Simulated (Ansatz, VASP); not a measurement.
# Two plane-wave programs on BiOs

```xyz
2
Lattice="0.0000 2.7712 2.7712 2.7712 0.0000 2.7712 2.7712 2.7712 0.0000" Properties=species:S:1:pos:R:3 pbc="T T T"
Os    2.7712    2.7712    2.7712
Bi    0.0000    0.0800    0.0000
```

Alike in both runs: task single point; functional r2SCAN; k mesh 10 × 10 × 10; occupations gaussian, width 0.05 eV; no spin polarisation.

|  | VASP | Ansatz |
| --- | --- | --- |
| version | VASP 6.6.1 | Ansatz 0.2.0 |
| potentials or method | VASP PAW PBE potentials, release 64 (Os, Bi_d), cutoff 520 eV | scalar-relativistic, plane waves, PAW |
| valence electrons in the cell | 23 | 31 |

```csv
,VASP,Ansatz,Ansatz less VASP
gap on the k mesh at the Fermi level (eV),none,none,-
pressure (GPa),1.0,0.5,-0.59
"traceless stress, the component that is largest in VASP (GPa)",1.07,1.05,-0.019
rms of the force components (eV/Å),0.214,0.205,-0.0086
```

VASP's potentials were made for PBE, not for r2SCAN. Atom by atom the forces differ by 0.009 eV/Å (rms over components). A gap of «none» marks a metal or a gap that the smearing closes. VASP's potentials hold 23 valence electrons a cell and Ansatz's 31, so a difference there can come from the potentials and not from the codes.

Spin-orbit coupling is off throughout.
